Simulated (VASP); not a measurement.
# Zr (P6_3/mmc) in VASP: a series of runs, part 2 of 2

VASP 6.6.1. The steps go on from the part before.

## Step 4: Elastic constants, LDA

Input file INCAR:

```
SYSTEM = Zr
PREC = Accurate
ENCUT = 600
EDIFF = 1E-8
ISMEAR = -1
SIGMA = 0.05
LREAL = .FALSE.
LASPH = .TRUE.
NELM = 60
ALGO = Normal
ISIF = 3
LWAVE = .FALSE.
LCHARG = .TRUE.
NBANDS = 19
IBRION = 6
NFREE = 2
POTIM = 0.015
NSW = 1
```

Input file KPOINTS:

```
Automatic mesh
0
G
  7 7 4
  0 0 0
```

Input file POSCAR:

```
Zr
1.0
    3.2320000000      0.0000000000      0.0000000000
   -1.6160000000      2.7989941050      0.0000000000
    0.0000000000      0.0000000000      5.1470000000
Zr
2
Direct
    0.6666666667      0.3333333333      0.7500000000
    0.3333333333      0.6666666667      0.2500000000
```

Potentials or basis: VASP PAW LDA potentials, release 64 (Zr_sv).

The run is started by

```bash
$ cat potpaw_LDA.64/Zr_sv/POTCAR > POTCAR
$ mpirun -np 1 vasp_std > vasp.out
```

OUTCAR:

```text
SYSTEM = Zr
   PREC = Accurate
   ENCUT = 600
   EDIFF = 1E-8
   ISMEAR = -1
   LREAL = .FALSE.
   LASPH = .TRUE.
   NELM = 60
   ISIF = 3
   IBRION = 6
   NFREE = 2
   POTIM = 0.015
   NSW = 1

 ion  position               nearest neighbor table
   1  0.667  0.333  0.750-   2 3.18   2 3.18   2 3.18   2 3.18   2 3.18   2 3.18
   2  0.333  0.667  0.250-   1 3.18   1 3.18   1 3.18   1 3.18   1 3.18   1 3.18

  LATTYP: Found a hexagonal cell.
 ALAT       =     3.2320000000
 C/A-ratio  =     1.5925123762

  Lattice vectors:

 A1 = (   3.2320000000,   0.0000000000,   0.0000000000)
 A2 = (  -1.6160000000,   2.7989941050,   0.0000000000)
 A3 = (   0.0000000000,   0.0000000000,   5.1470000000)

Analysis of symmetry for initial positions (statically):
=====================================================================
 Subroutine PRICEL returns:
 Original cell was already a primitive cell.

 Routine SETGRP: Setting up the symmetry group for a
 hexagonal supercell.

 Subroutine GETGRP returns: Found 24 space group operations
 (whereof 12 operations were pure point group operations)
 out of a pool of 24 trial point group operations.

The static configuration has the point symmetry D_3d.
 The point group associated with its full space group is D_6h.

Analysis of symmetry for dynamics (positions and initial velocities):
=====================================================================
 Subroutine PRICEL returns:
 Original cell was already a primitive cell.

 Routine SETGRP: Setting up the symmetry group for a
 hexagonal supercell.

 Subroutine GETGRP returns: Found 24 space group operations
 (whereof 12 operations were pure point group operations)
 out of a pool of 24 trial point group operations.

The dynamic configuration has the point symmetry D_3d.
 The point group associated with its full space group is D_6h.

 Subroutine INISYM returns: Found 24 space group operations
 (whereof 12 operations are pure point group operations),
 and found     1 'primitive' translations

----------------------------------------------------------------------------------------

                                     Primitive cell

  volume of cell :      46.5616

  direct lattice vectors                    reciprocal lattice vectors
     3.232000000  0.000000000  0.000000000     0.309405941  0.178635603  0.000000000
    -1.616000000  2.798994105  0.000000000     0.000000000  0.357271206  0.000000000
     0.000000000  0.000000000  5.147000000     0.000000000  0.000000000  0.194287935

  length of vectors
[... 235 lines left out ...]

[... ionic steps 4 to 14 ...]

--------------------------------------- Ionic step       15  -------------------------------------------

 number of electron      24.0000000 magnetization

------------------------ aborting loop because EDIFF is reached ----------------------------------------
[... 67 lines left out ...]
--------------------------------------- Ionic step       17  -------------------------------------------

 number of electron      24.0000000 magnetization

 Free energy of the ion-electron system (eV)
  ---------------------------------------------------
  ext. energy  EPLUGINS =         0.00000000
  ---------------------------------------------------
  free energy    TOTEN  =       -18.52938004 eV

  energy without entropy =      -18.50723330  energy(sigma->0) =      -18.51830667

 E-fermi :   8.8482     XC(G=0): -11.2946

 val. band max:        8.7857231032   @ k =   0.0000   0.0000   0.5000
 cond. band min:       8.8629819035   @ k =   0.2857   0.2857   0.2500
 fundamental gap:      0.0772588003
 Fermi energy:         8.8481858061

 k-point     1 :       0.0000    0.0000    0.0000
  band No.  band energies     occupation
      1     -39.7659      2.00000
      2     -39.6070      2.00000
      3     -18.4456      2.00000
      4     -17.5590      2.00000
      5     -17.5590      2.00000
      6     -17.4196      2.00000
[... 505 lines left out ...]
      6     -17.9122      2.00000
[... 11 lines left out ...]
     18      13.3826      0.00000
     19      16.0213      0.00000

 [... further k-points ...]
[... 5 lines left out ...]
  --------------------------------------------------------------------------------------
  -------------------------------------------------------------------------------------
  Total       -1.7063288     -1.7063288     -1.7507961      0.0000000      0.0000000      0.0000000
  in kB      -58.7145575    -58.7145575    -60.2446709      0.0000000      0.0000000      0.0000000
  external PRESSURE =     -59.2245953 kB  Pullay stress =       0.0000000 kB
[... 17 lines left out ...]
  FREE ENERGIE OF THE ION-ELECTRON SYSTEM (eV)
  ---------------------------------------------------
  free  energy   TOTEN  =       -18.5293800400 eV

  energy  without entropy=      -18.5072333025  energy(sigma->0) =      -18.51830667

 INTERNAL STRAIN TENSORS FROM STRAINED CELLS
 ============================================

 INTERNAL STRAIN TENSOR FOR ION    1 for displacements in x,y,z  (eV/Angst):
          X           Y           Z          XY          YZ          ZX
  --------------------------------------------------------------------------------
  x     0.00000     0.00000     0.00000     2.75492     0.00000    -0.00000
  y     2.75365    -2.74765    -0.00000     0.00017    -0.00017     0.00018
  z     0.00000     0.00000     0.00000     0.00000    -0.00175     0.00000

 INTERNAL STRAIN TENSORS FROM DISPLACED ATOMS
 ============================================

 INTERNAL STRAIN TENSOR FOR ION    1 for displacements in x,y,z  (eV/Angst):
          X           Y           Z          XY          YZ          ZX
  --------------------------------------------------------------------------------
  x    -0.00000     0.00000     0.00000     2.82347     0.00000     0.00000
  y     2.82347    -2.82347     0.00000     0.00000     0.00000     0.00000
  z    -0.00000     0.00000     0.00000     0.00000     0.00000     0.00000

 INTERNAL STRAIN TENSOR FOR ION    2 for displacements in x,y,z  (eV/Angst):
          X           Y           Z          XY          YZ          ZX
  --------------------------------------------------------------------------------
  x     0.00000     0.00000     0.00000    -2.82347     0.00000     0.00000
  y    -2.82347     2.82347    -0.00000     0.00000     0.00000     0.00000
  z     0.00000    -0.00000    -0.00000     0.00000     0.00000     0.00000

 Eigenvectors and eigenvalues of the dynamical matrix
 ----------------------------------------------------

   1 f  =    3.775433 THz    23.721745 2PiTHz  125.934889 cm-1    15.613929 meV
             X         Y         Z           dx          dy          dz
      1.616000  0.932998  3.860250     0.000000    0.000000    0.707107
     -0.000000  1.865996  1.286750    -0.000000   -0.000000   -0.707107
[... 16 lines left out ...]
   5 f  =    0.000000 THz     0.000000 2PiTHz    0.000000 cm-1     0.000000 meV
             X         Y         Z           dx          dy          dz
      1.616000  0.932998  3.860250    -0.707107   -0.000000   -0.000000
     -0.000000  1.865996  1.286750    -0.707107   -0.000000    0.000000

   6 f/i=    0.000000 THz     0.000000 2PiTHz    0.000001 cm-1     0.000000 meV
             X         Y         Z           dx          dy          dz
      1.616000  0.932998  3.860250    -0.000000   -0.696438   -0.122368
     -0.000000  1.865996  1.286750     0.000000   -0.696438   -0.122368

--------------------------------------------------------------------------------------------------------

 ELASTIC MODULI CONTR FROM IONIC RELAXATION (kBar)
 Direction    XX          YY          ZZ          XY          YZ          ZX
 --------------------------------------------------------------------------------
 XX        -762.9730    762.9730     -0.0000      0.0000      0.0000      0.0000
 YY         762.9730   -762.9730      0.0000     -0.0000      0.0000      0.0000
 ZZ          -0.0000      0.0000     -0.0000      0.0000      0.0000      0.0000
 XY           0.0000     -0.0000      0.0000   -762.9730      0.0000      0.0000
 YZ           0.0000      0.0000      0.0000      0.0000      0.0000      0.0000
 ZX           0.0000      0.0000      0.0000      0.0000      0.0000      0.0000
 --------------------------------------------------------------------------------

 TOTAL ELASTIC MODULI (kBar)
 Direction    XX          YY          ZZ          XY          YZ          ZX
 --------------------------------------------------------------------------------
 XX         444.4250   1553.7376    674.4670      0.0000      0.0000      0.0000
 YY        1553.7376    444.4250    674.4670     -0.0000     -0.0000      0.0000
 ZZ         674.4670    674.4670   1389.9132      0.0000      0.0000      0.0000
 XY           0.0000     -0.0000      0.0000   -554.6563      0.0000      0.0000
 YZ           0.0000     -0.0000      0.0000      0.0000    157.7090      0.0000
 ZX           0.0000      0.0000      0.0000     -0.0000      0.0000    157.7090
 --------------------------------------------------------------------------------
```

OSZICAR:

```text
N       E                     dE             d eps       ncg     rms          rms(c)
DAV:   1     0.227276885313E+03    0.22728E+03   -0.14090E+04   912   0.139E+03
DAV:   2    -0.212986293470E+01   -0.22941E+03   -0.22512E+03  1054   0.384E+02
DAV:   3    -0.189610747147E+02   -0.16831E+02   -0.16658E+02  1648   0.766E+01
[... 192 lines left out ...]
DAV:   4    -0.185293855590E+02    0.35969E-04   -0.56116E-05  1186   0.540E-02    0.150E-02
DAV:   5    -0.185293803205E+02    0.52384E-05   -0.10239E-05  1350   0.229E-02    0.293E-03
DAV:   6    -0.185293800617E+02    0.25879E-06   -0.87869E-07  1269   0.938E-03    0.837E-04
DAV:   7    -0.185293800443E+02    0.17394E-07   -0.96533E-08  1238   0.250E-03    0.338E-04
DAV:   8    -0.185293800400E+02    0.43415E-08   -0.13778E-08   809   0.122E-03
  17 F= -.18529380E+02 E0= -.18518307E+02  d E =-.221467E-01
```

Wall time 4.2 min (1 thread of Intel Xeon 6975P-C (Granite Rapids), shared host); peak memory 0.25 GiB.

What came out:

| Quantity | Value |
| --- | --- |
| Voigt bulk modulus | 90 GPa |
| Highest phonon frequency at Γ | 126 cm⁻¹ |

Phonon frequencies in cm⁻¹ (negative: imaginary):
| q point | frequencies |
| --- | --- |
| (0.000, 0.000, 0.000) | 0 0 0 46 46 126 |

Elastic tensor in Voigt notation (GPa, in the Cartesian axes of the cell as first typed):
```
 44 155  67   0   0   0
155  44  67   0   0   0
 67  67 139   0   0   0
  0   0   0  16   0   0
  0   0   0   0  16   0
  0   0   0   0   0 -55
```

Clamped-ion elastic tensor (GPa):
```
121  79  67   0   0   0
 79 121  67   0   0   0
 67  67 139   0   0   0
  0   0   0  16   0   0
  0   0   0   0  16   0
  0   0   0   0   0  21
```

Caveat: the cell is under stress, which shifts elastic constants; the elastic tensor has a negative eigenvalue, so either the cell is unstable as it stands or the mesh is too thin.

## Step 5: Vibrations by perturbation theory, PBEsol

Input file INCAR:

```
SYSTEM = Zr
PREC = Accurate
ENCUT = 520
EDIFF = 1E-8
ISMEAR = -1
SIGMA = 0.05
LREAL = .False.
LASPH = .True.
NELM = 80
ALGO = Fast
ISIF = 2
LWAVE = .False.
LCHARG = .False.
GGA = PS
NBANDS = 19
IBRION = 8
NSW = 1
```

Input file KPOINTS:

```
regular mesh
0
Gamma
  8 8 6
  0 0 0
```

POSCAR is that of step 4.

Potentials or basis: VASP PAW PBE potentials, release 64 (Zr_sv).

The run is started by

```bash
$ cat potpaw_PBE.64/Zr_sv/POTCAR > POTCAR
$ mpirun -np 1 vasp_std > vasp.out
```

OUTCAR:

```text
SYSTEM = Zr
   PREC = Accurate
   ENCUT = 520
   EDIFF = 1E-8
   ISMEAR = -1
   LREAL = .False.
   LASPH = .True.
   NELM = 80
   ISIF = 2
   GGA = PS
   IBRION = 8
   NSW = 1

 ion  position               nearest neighbor table
   1  0.667  0.333  0.750-   2 3.18   2 3.18   2 3.18   2 3.18   2 3.18   2 3.18
   2  0.333  0.667  0.250-   1 3.18   1 3.18   1 3.18   1 3.18   1 3.18   1 3.18

  LATTYP: Found a hexagonal cell.
 ALAT       =     3.2320000000
 C/A-ratio  =     1.5925123762

  Lattice vectors:

 A1 = (   3.2320000000,   0.0000000000,   0.0000000000)
 A2 = (  -1.6160000000,   2.7989941050,   0.0000000000)
 A3 = (   0.0000000000,   0.0000000000,   5.1470000000)

Analysis of symmetry for initial positions (statically):
=====================================================================
 Subroutine PRICEL returns:
 Original cell was already a primitive cell.

 Routine SETGRP: Setting up the symmetry group for a
 hexagonal supercell.

 Subroutine GETGRP returns: Found 24 space group operations
 (whereof 12 operations were pure point group operations)
 out of a pool of 24 trial point group operations.

The static configuration has the point symmetry D_3d.
 The point group associated with its full space group is D_6h.

Analysis of symmetry for dynamics (positions and initial velocities):
=====================================================================
 Subroutine PRICEL returns:
 Original cell was already a primitive cell.

 Routine SETGRP: Setting up the symmetry group for a
[... 719 lines left out ...]

  FREE ENERGIE OF THE ION-ELECTRON SYSTEM (eV)
  ---------------------------------------------------
  free  energy   TOTEN  =       -18.1510089914 eV

  energy  without entropy=      -18.1331293968  energy(sigma->0) =      -18.14206919

[... ionic steps 2 to 3 ...]

--------------------------------------- Ionic step        4  -------------------------------------------

------------------------ aborting loop because EDIFF is reached ----------------------------------------

[... ionic steps 5 to 5 ...]

--------------------------------------- Ionic step        6  -------------------------------------------

 Free energy of the ion-electron system (eV)
  ---------------------------------------------------
  ---------------------------------------------------
  free energy    TOTEN  =        -0.74782234 eV

  energy without entropy =       -0.74782234

------------------------ aborting loop because EDIFF is reached ----------------------------------------

 INTERNAL STRAIN TENSOR  FOR ION    1  DIRECTION 3   (eV/Angst):
 -----------------------------------------------------------------------------
     0.11609 -0.00000 -0.00000
     0.00000  0.11609 -0.00000
     0.00000  0.00000 -0.23045

 INTERNAL STRAIN TENSOR FOR ION    2 for displacements in x,y,z  (eV/Angst):
          X           Y           Z          XY          YZ          ZX
  --------------------------------------------------------------------------------
  x     0.00000     0.00000     0.00000    -1.38959     0.00000     0.00000
  y    -1.38959     1.38959     0.00000     0.00000     0.00000     0.00000
  z    -0.00000     0.00000     0.00000     0.00000    -0.00000     0.00000

 SECOND DERIVATIVES (NOT SYMMETRIZED)
 ------------------------------------
               1X          1Y          1Z          2X          2Y          2Z
  1X    -0.599538    0.000000    0.000000    0.599538    0.000000    0.000000
  1Y     0.000000   -0.599538    0.000000   -0.000000    0.599538    0.000000
  1Z     0.000000   -0.000000   -3.303190    0.000000    0.000000    3.303190
  2X     0.599538    0.000000    0.000000   -0.599538    0.000000    0.000000
  2Y    -0.000000    0.599538    0.000000    0.000000   -0.599538    0.000000
  2Z     0.000000    0.000000    3.303190    0.000000   -0.000000   -3.303190

 Eigenvectors and eigenvalues of the dynamical matrix
 ----------------------------------------------------

   1 f  =    4.207053 THz    26.433692 2PiTHz  140.332173 cm-1    17.398964 meV
             X         Y         Z           dx          dy          dz
      1.616000  0.932998  3.860250     0.000000    0.000000    0.707107
     -0.000000  1.865996  1.286750     0.000000    0.000000   -0.707107
[... 16 lines left out ...]
   5 f  =    0.000000 THz     0.000000 2PiTHz    0.000000 cm-1     0.000000 meV
             X         Y         Z           dx          dy          dz
      1.616000  0.932998  3.860250     0.000000    0.000000    0.707107
     -0.000000  1.865996  1.286750     0.000000    0.000000    0.707107

   6 f/i=    0.000000 THz     0.000000 2PiTHz    0.000000 cm-1     0.000000 meV
             X         Y         Z           dx          dy          dz
      1.616000  0.932998  3.860250     0.530447    0.467575    0.000000
     -0.000000  1.865996  1.286750     0.530447    0.467575    0.000000

--------------------------------------------------------------------------------------------------------

 ELASTIC MODULI CONTR FROM IONIC RELAXATION (kBar)
 Direction    XX          YY          ZZ          XY          YZ          ZX
 --------------------------------------------------------------------------------
 XX        -110.8256    110.8256      0.0000      0.0000      0.0000      0.0000
 YY         110.8256   -110.8256     -0.0000     -0.0000     -0.0000      0.0000
 ZZ           0.0000     -0.0000     -0.0000     -0.0000     -0.0000      0.0000
 XY           0.0000     -0.0000     -0.0000   -110.8256      0.0000      0.0000
 YZ           0.0000     -0.0000     -0.0000      0.0000     -0.0000      0.0000
 ZX           0.0000      0.0000      0.0000      0.0000      0.0000      0.0000
 --------------------------------------------------------------------------------
```

OSZICAR:

```text
N       E                     dE             d eps       ncg     rms          rms(c)
DAV:   1     0.214745048552E+03    0.21475E+03   -0.13286E+04  1520   0.125E+03
DAV:   2    -0.235174271866E+01   -0.21710E+03   -0.21286E+03  1759   0.365E+02
DAV:   3    -0.185276388845E+02   -0.16176E+02   -0.16012E+02  2726   0.719E+01
DAV:   4    -0.189847014946E+02   -0.45706E+00   -0.45646E+00  1765   0.122E+01
[... 85 lines left out ...]
RMM:  18    -0.747822021034E+00   -0.48703E-06    0.19379E-06  4714   0.871E-04    0.111E-04
RMM:  19    -0.747821940578E+00    0.80457E-07    0.34713E-06  4374   0.794E-04    0.884E-05
RMM:  20    -0.747822283600E+00   -0.34302E-06    0.94743E-07  4628   0.709E-04    0.802E-05
RMM:  21    -0.747822237032E+00    0.46568E-07    0.15876E-06  4703   0.642E-04    0.835E-05
RMM:  22    -0.747822339280E+00   -0.10225E-06    0.73998E-07  4581   0.591E-04    0.887E-05
 Linear response finished
```

Wall time 3.2 min (1 thread of Intel Xeon 6975P-C (Granite Rapids), shared host); peak memory 0.34 GiB.

Results:

```
Highest phonon frequency at Γ : 140 cm⁻¹
```

Phonon frequencies in cm⁻¹ (negative: imaginary):
```
              q point      frequencies
(0.000, 0.000, 0.000)  0 0 0 60 60 140
```

Caveat: the cell wasn't relaxed at this level first, which shifts response properties; the PAW data sets were made with another functional, which shifts forces and pressure a little.

## Step 6: Elastic constants, PBEsol

Input file INCAR:

```
  PREC = Accurate
  ENCUT = 600
  EDIFF = 1E-8
  ISMEAR = -1
  SIGMA = 0.05
  LREAL = False
  LASPH = True
  NELM = 80
  ALGO = Normal
  ISIF = 3
  LWAVE = False
  LCHARG = True
  GGA = PS
  NBANDS = 19
  IBRION = 6
  NFREE = 2
  POTIM = 0.015
  NSW = 1
```

Input file KPOINTS:

```
Automatic mesh
0
Gamma
  8 8 6
```

POSCAR is that of step 5.

Potentials or basis: VASP PAW PBE potentials, release 64 (Zr_sv).

The run is started by

```bash
$ cat potpaw_PBE.64/Zr_sv/POTCAR > POTCAR
$ mpirun -np 1 vasp_std > vasp.out
```

Run time: 7.9 min. Hardware: 1 thread of Intel Xeon 6975P-C (Granite Rapids), shared host; peak memory 0.33 GiB.

Results (log left out):

| Quantity | Value |
| --- | --- |
| Voigt bulk modulus | 94 GPa |
| Highest phonon frequency at Γ | 141 cm⁻¹ |

Phonon frequencies in cm⁻¹ (negative: imaginary):
```
              q point      frequencies
(0.000, 0.000, 0.000)  0 0 0 60 60 141
```

Elastic tensor in Voigt notation (GPa, in the Cartesian axes of the cell as first typed):
```
131  78  65   0   0   0
 78 131  65   0   0   0
 65  65 167   0   0   0
  0   0   0  27   0   0
  0   0   0   0  27   0
  0   0   0   0   0  26
```

Clamped-ion elastic tensor (GPa):
```
153  55  65   0   0   0
 55 153  65   0   0   0
 65  65 167   0   0   0
  0   0   0  27   0   0
  0   0   0   0  27   0
  0   0   0   0   0  49
```

Caveat: the cell is under stress, which shifts elastic constants; the PAW data sets were made with another functional, which shifts forces and pressure a little.
